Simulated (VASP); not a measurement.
# Bi4BN3 (Cm) in VASP: single point with PBE

Aim: the single point of Bi4BN3 with PBE.

Program: VASP 6.6.1. These are calculated values, not measurements. Logs are shortened: lines on timing, memory, paths and dates and some standing lists are left out, and cuts for length are marked.

### 1 The cell of the first run

The structure is monoclinic, space group Cm (No. 8). Conventional cell: a = 7.319 Å, b = 7.113 Å, c = 5.469 Å, α = 90.00°, β = 92.24°, γ = 90.00°. B (site symmetry m) has 6 Bi at 2.52 to 2.95 Å within 3.3 Å. Within 3.0 Å of Bi (site symmetry 1) lie 3 N at 2.26 to 2.86 Å and 2 B at 2.56 to 2.60 Å. Within 3.1 Å of Bi (site symmetry m) lie 4 N at 2.38 to 2.80 Å and 2 B at 2.52 to 2.95 Å. Within 3.0 Å of Bi (site symmetry m) lie 5 N at 2.26 to 2.88 Å. N (site symmetry 1) has 5 Bi at 2.26 to 2.88 Å within 3.0 Å. Within 3.0 Å of N (site symmetry m) lie 5 Bi at 2.26 to 2.86 Å.

### 2 Single point, PBE (17.78 Å³/atom)

Contents of INCAR:

```
SYSTEM = Bi4BN3
PREC = Accurate
ENCUT = 520
EDIFF = 1E-6
ISMEAR = 0
SIGMA = 0.1
LREAL = .False.
LASPH = .True.
NELM = 80
ALGO = Fast
ISIF = 2
LWAVE = .False.
LCHARG = .True.
GGA = PE
LELF = .True.
LVHAR = .True.
NBANDS = 49
```

Contents of KPOINTS:

```
regular mesh
0
Gamma
  6 6 6
  0 0 0
```

Contents of POSCAR:

```
Bi4BN3
1.0
    3.6596510877     -3.5567054676      0.0267510366
    3.6596510877      3.5567054676      0.0267510366
   -0.2536130556      0.0000000000      5.4626232453
B Bi N
1 4 3
Direct
    0.3819117847      0.3819117847      0.6666251638
    0.8837535822      0.3994019543      0.5975204802
    0.3994019543      0.8837535822      0.5975204802
    0.3892972991      0.3892972991      0.1270337112
    0.8898380778      0.8898380778      0.1274539193
    0.3342941895      0.8502325432      0.1883575928
    0.8502325432      0.3342941895      0.1883575928
    0.8428794489      0.8428794489      0.5329502224
```

Potentials or basis: VASP PAW PBE potentials, release 64 (B, Bi_d, N).

Run with:

```sh
cat potpaw_PBE.64/B/POTCAR potpaw_PBE.64/Bi_d/POTCAR potpaw_PBE.64/N/POTCAR > POTCAR
mpirun -np 1 vasp_std > vasp.out
```

OUTCAR:

```text
SYSTEM = Bi4BN3
   PREC = Accurate
   ENCUT = 520
   EDIFF = 1E-6
   ISMEAR = 0
   LREAL = .False.
   LASPH = .True.
   NELM = 80
   ISIF = 2
   GGA = PE

 ion  position               nearest neighbor table
   1  0.382  0.382  0.667-   4 2.52   3 2.56   2 2.56   3 2.60   2 2.60   4 2.95
   2  0.884  0.399  0.598-   7 2.26   8 2.30   1 2.56   1 2.60   3 3.45   4 3.55   5 3.61   5 3.64
                             3 3.66   3 3.66   3 3.67   4 3.69   5 3.78   4 3.82   4 3.90
   3  0.399  0.884  0.598-   6 2.26   8 2.30   1 2.56   1 2.60   2 3.45   4 3.55   5 3.61   5 3.64
                             2 3.66   2 3.66   2 3.67   4 3.69   5 3.78   4 3.82   4 3.90
   4  0.389  0.389  0.127-   6 2.38   7 2.38   1 2.52   6 2.80   7 2.80   1 2.95   2 3.55   3 3.55
                             5 3.56   5 3.56   5 3.66   5 3.66   2 3.69   3 3.69   3 3.82   2 3.82
   5  0.890  0.890  0.127-   8 2.26   7 2.29   6 2.29   4 3.56   4 3.56   2 3.61   3 3.61   3 3.64
                             2 3.64   4 3.66   4 3.66   3 3.78   2 3.78
   6  0.334  0.850  0.188-   3 2.26   5 2.29   4 2.38   4 2.80
   7  0.850  0.334  0.188-   2 2.26   5 2.29   4 2.38   4 2.80
   8  0.843  0.843  0.533-   5 2.26   3 2.30   2 2.30

  LATTYP: Found a base centered monoclinic cell.
 ALAT       =     7.3194977155
 B/A-ratio  =     0.9718441363
 C/A-ratio  =     0.7471151071
 COS(beta)  =    -0.0390741148

  Lattice vectors:

 A1 = (   3.6596510877,  -3.5567054676,   0.0267510366)
 A2 = (   3.6596510877,   3.5567054676,   0.0267510366)
 A3 = (  -0.2536130556,   0.0000000000,   5.4626232453)

Analysis of symmetry for initial positions (statically):
=====================================================================
 Subroutine PRICEL returns:
 Original cell was already a primitive cell.

 Routine SETGRP: Setting up the symmetry group for a
 base centered monoclinic supercell.

 Subroutine GETGRP returns: Found  2 space group operations
 (whereof  2 operations were pure point group operations)
 out of a pool of  4 trial point group operations.

The static configuration has the point symmetry C_1h.

Analysis of symmetry for dynamics (positions and initial velocities):
=====================================================================
 Subroutine PRICEL returns:
 Original cell was already a primitive cell.

 Routine SETGRP: Setting up the symmetry group for a
 base centered monoclinic supercell.

 Subroutine GETGRP returns: Found  2 space group operations
 (whereof  2 operations were pure point group operations)
 out of a pool of  4 trial point group operations.

The dynamic configuration has the point symmetry C_1h.

 Subroutine INISYM returns: Found  2 space group operations
 (whereof  2 operations are pure point group operations),
 and found     1 'primitive' translations

----------------------------------------------------------------------------------------

                                     Primitive cell

  volume of cell :     142.2546

  direct lattice vectors                    reciprocal lattice vectors
     3.659651088 -3.556705468  0.026751037     0.136578696 -0.140579535  0.006340935
     3.659651088  3.556705468  0.026751037     0.136578696  0.140579535  0.006340935
    -0.253613056  0.000000000  5.462623245    -0.001337680  0.000000000  0.183000127

  length of vectors
     5.103323964  5.103323964  5.468507319     0.196103425  0.196103425  0.183005016

  position of ions in fractional coordinates (direct lattice)
     0.381911785  0.381911785  0.666625164
     0.883753582  0.399401954  0.597520480
     0.399401954  0.883753582  0.597520480
     0.389297299  0.389297299  0.127033711
     0.889838078  0.889838078  0.127453919
     0.334294189  0.850232543  0.188357593
     0.850232543  0.334294189  0.188357593
     0.842879449  0.842879449  0.532950222

  ion indices of the primitive-cell ions
   primitive index   ion index
                 1           1
                 2           2
                 3           3
                 4           4
                 5           5
                 6           6
                 7           7
                 8           8

----------------------------------------------------------------------------------------

 KPOINTS: regular mesh

Automatic generation of k-mesh.
 Grid dimensions read from file:
 generate k-points for:    6    6    6

 Generating k-lattice:

  Cartesian coordinates                     Fractional coordinates (reciprocal lattice)
     0.022763116 -0.023429922  0.001056823     0.166666667 -0.000000000  0.000000000
     0.022763116  0.023429922  0.001056823    -0.000000000  0.166666667  0.000000000
    -0.000222947  0.000000000  0.030500021    -0.000000000 -0.000000000  0.166666667

  Length of vectors
     0.032683904  0.032683904  0.030500836

  Shift w.r.t. Gamma in fractional coordinates (k-lattice)
     0.000000000  0.000000000  0.000000000

 Subroutine IBZKPT returns following result:
 ===========================================

 Found     68 irreducible k-points:

 Following reciprocal coordinates:
            Coordinates               Weight
  0.000000  0.000000  0.000000      1.000000
  0.166667  0.000000  0.000000      4.000000
  0.333333  0.000000  0.000000      4.000000
  0.500000  0.000000  0.000000      2.000000
  0.166667  0.166667  0.000000      2.000000
  0.333333  0.166667  0.000000      4.000000
[... 16 lines left out ...]
 -0.333333  0.166667  0.166667      4.000000
 -0.166667  0.166667  0.166667      4.000000
 [... further k-points ...]
   k-points           NKPTS =     68   k-points in BZ     NKDIM =     68   number of bands    NBANDS=     49
   number of dos      NEDOS =    301   number of ions     NIONS =      8
   total plane-waves  NPLWV =  67200
   dimension x,y,z NGX =    40 NGY =   40 NGZ =   42
   dimension x,y,z NGXF=    80 NGYF=   80 NGZF=   84
   ions per type =               1   4   3
   NGX,Y,Z   is equivalent  to a cutoff of  13.03, 13.03, 12.77 a.u.
   NGXF,Y,Z  is equivalent  to a cutoff of  26.06, 26.06, 25.54 a.u.
 SYSTEM =  Bi4BN3
   PREC   = accura    normal or accurate (medium, high low for compatibility)
   ISTART =      0    job   : 0-new  1-cont  2-samecut
   ICHARG =      2    charge: 1-file 2-atom 10-const
   ISPIN  =      1    spin polarized calculation?
   LNONCOLLINEAR =      F non collinear calculations
   LSORBIT =      F    spin-orbit coupling
   LASPH  =      T    aspherical Exc in radial PAW
   ENCUT  =  520.0 eV  38.22 Ry    6.18 a.u.   9.49  9.49 10.17*2*pi/ulx,y,z
   NELM   =     80;   NELMIN=  2; NELMDL= -5     # of ELM steps
   EDIFF  = 0.1E-05   stopping-criterion for ELM
   LREAL  =      F    real-space projection
   EDIFFG = 0.1E-04   stopping-criterion for IOM
   NSW    =      0    number of steps for IOM
   IBRION =     -1    ionic relax: 0-MD 1-quasi-New 2-CG
   NFREE  =      0    steps in history (QN), initial steepest desc. (CG)
   ISIF   =      2    stress and relaxation
   ISYM   =      2    0-nonsym 1-usesym 2-fastsym
   POTIM  = 0.5000    time-step for ionic-motion
   TEBEG  =    0.0;   TEEND  =   0.0 temperature during run
   PSTRESS=    0.0 pullay stress
   NELECT =      78.0000    total number of electrons
   NUPDOWN=      -1.0000    fix difference up-down
   EMIN   =  10.00;   EMAX   =-10.00  energy-range for DOS
   EFERMI =   0.00;   METHOD = LEGACY
   ISMEAR =     0;   SIGMA  =   0.10  broadening in eV -4-tet -1-fermi 0-gaus
   EFERMI_NEDOS =   21; number of points for ismear=-14 and -15
   IALGO  =     68    algorithm
   IMIX   =      4    mixing-type and parameters
     AMIX     =   0.40;   BMIX     =  1.00
     AMIX_MAG =   1.60;   BMIX_MAG =  1.00
  volume/ion in A,a.u.               =      17.78       120.00
  Fermi-wavevector in a.u.,A,eV,Ry     =   1.339937  2.532113 24.428315  1.795431
  Thomas-Fermi vector in A             =   2.468289
   LORBIT       =      0    0 simple, 1 ext, 2 COOP (PROOUT), +10 PAW based schemes
   GGA     = PE    functional components
   LHFCALC =     F    Hartree Fock is set to
   AEXX    =    0.0000 exact exchange contribution
   IVDW    =     0    specifies the selected vdW correction
   LEPSILON=     F    determine dielectric tensor
   LRPA    =     F    only Hartree local field effects (RPA)
 non-spin polarized calculation
 RMM-DIIS sequential band-by-band and
 Gauss-broadening in eV      SIGMA  =   0.10
  energy-cutoff  :      520.00
  volume of cell :      142.25
 maximum number of plane-waves:      3856
 NGX is ok and might be reduce to    40
   NGX = 19   NGY = 19   NGZ = 21

 number of electron      78.0000008 magnetization

 Free energy of the ion-electron system (eV)
  ---------------------------------------------------
  ext. energy  EPLUGINS =         0.00000000
  ---------------------------------------------------
  free energy    TOTEN  =       -40.75091116 eV

  energy without entropy =      -40.74148787  energy(sigma->0) =      -40.74619951

 E-fermi :   8.3863     XC(G=0): -10.9197

 val. band max:        8.3643644770   @ k =   0.3333   0.1667   0.5000
 cond. band min:       8.3885865874   @ k =   0.5000   0.3333   0.5000
 fundamental gap:      0.0242221104
 Fermi energy:         8.3862782626

 k-point     1 :       0.0000    0.0000    0.0000
  band No.  band energies     occupation
      1     -14.9093      2.00000
      2     -14.8869      2.00000
      3     -14.8171      2.00000
      4     -14.8045      2.00000
      5     -14.7861      2.00000
      6     -14.7843      2.00000
[... 41 lines left out ...]
     48      14.1124      0.00000
     49      14.5835      0.00000

 k-point     2 :       0.1667    0.0000    0.0000
  band No.  band energies     occupation
      1     -14.8996      2.00000
      2     -14.8752      2.00000
      3     -14.8067      2.00000
      4     -14.7973      2.00000
      5     -14.7813      2.00000
      6     -14.7764      2.00000
[... 1136 lines left out ...]
 k-point    24 :      -0.1667    0.1667    0.1667
  band No.  band energies     occupation
      1     -14.8831      2.00000
      2     -14.8570      2.00000
      3     -14.7936      2.00000
      4     -14.7882      2.00000
      5     -14.7746      2.00000
      6     -14.7618      2.00000
[... 41 lines left out ...]
     48      13.6259      0.00000
     49      13.8398      0.00000

 [... further k-points ...]

------------------------ aborting loop because EDIFF is reached ----------------------------------------

  FORCE on cell =-STRESS in cart. coord.  units (eV):
  Direction    XX          YY          ZZ          XY          YZ          ZX
  --------------------------------------------------------------------------------------
  -------------------------------------------------------------------------------------
  Total        2.6540393      2.6836898      2.6412774      0.0000000      0.0000000      0.0306512
  in kB       29.8917774     30.2257237     29.7480430      0.0000000      0.0000000      0.3452165
  external PRESSURE =      29.9551814 kB  Pullay stress =       0.0000000 kB

 VOLUME and BASIS-vectors are now :
 -----------------------------------------------------------------------------
  energy-cutoff  :      520.00
  volume of cell :      142.25
      direct lattice vectors                 reciprocal lattice vectors
     3.659651088 -3.556705468  0.026751037     0.136578696 -0.140579535  0.006340935
     3.659651088  3.556705468  0.026751037     0.136578696  0.140579535  0.006340935
    -0.253613056  0.000000000  5.462623245    -0.001337680  0.000000000  0.183000127

 POSITION                                       TOTAL-FORCE (eV/Angst)
 -----------------------------------------------------------------------------------
      2.62626      0.00000      3.66196        -0.001294      0.000000     -0.005454
      4.54436     -1.72270      3.29836        -0.004481     -0.009577      0.024461
      4.54436      1.72270      3.29836        -0.004481      0.009577      0.024461
      2.81717      0.00000      0.71477        -0.018333      0.000000      0.000581
      6.48067      0.00000      0.74384        -0.021207      0.000000     -0.031699
      4.28718      1.83504      1.06061         0.018024     -0.004209     -0.012483
      4.28718     -1.83504      1.06061         0.018024      0.004209     -0.012483
      6.03413      0.00000      2.95640         0.013748      0.000000      0.012617
 -----------------------------------------------------------------------------------
    total drift:                               -0.000711     -0.000000      0.000002

  FREE ENERGIE OF THE ION-ELECTRON SYSTEM (eV)
  ---------------------------------------------------
  free  energy   TOTEN  =       -40.7509111573 eV

  energy  without entropy=      -40.7414878702  energy(sigma->0) =      -40.74619951
```

Run time: 16 min. Hardware: 1 thread of Oxide Virtual Turin-like, shared host; peak memory 0.46 GiB.

What came out:

```yaml
Free_energy: -40.7509 eV
Pressure: 3.0 GPa
Largest_force: 0.038 eV/Å
Band_gap_on_the_k_mesh: zero (bands 39 and 40 overlap by 1.67 eV)
```

Forces in eV/Å, atoms in the order of the input:
```
B   -0.001  0.000 -0.005
Bi  -0.004 -0.010  0.024
Bi  -0.004  0.010  0.024
Bi  -0.018  0.000  0.001
Bi  -0.021  0.000 -0.032
N    0.018 -0.004 -0.012
N    0.018  0.004 -0.012
N    0.014  0.000  0.013
```

Caveat: spin-orbit coupling is left out, which moves the levels of the heavy elements.

The gap in the log of VASP goes by the Fermi energy; the results here count the filled bands.